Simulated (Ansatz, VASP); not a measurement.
## Zn: VASP beside Ansatz

```
Zn
1.0
    -1.60139    1.60139    1.50628
     1.60139   -1.60139    1.50628
     1.60139    1.60139   -1.50628
Zn
1
Cartesian
  0.0000 0.0000 0.0000
```

Change from the starting cell: strain_z_fixed_volume = -0.04.

Alike in both runs: task single point; functional PBEsol; k mesh 12 × 12 × 12; occupations fermi-dirac, width 0.05 eV; no spin polarisation.

|  | VASP | Ansatz |
| --- | --- | --- |
| version | VASP 6.6.1 | Ansatz 0.2.0 |
| potentials or method | VASP PAW PBE potentials, release 64 (Zn), cutoff 520 eV | all-electron LAPW, scalar-relativistic |

```tsv
	VASP	Ansatz	Ansatz less VASP
gap on the k mesh at the Fermi level (eV)	none	none	-
pressure (GPa)	-5.0	-5.3	-0.32
traceless stress, the component that is largest in VASP (GPa)	-2.15	-2.16	-0.013
```

VASP's potentials were made for PBE, not for PBEsol. A gap of «none» marks a metal or a gap that the smearing closes. Ansatz ran all-electron here, and VASP with PAW potentials.
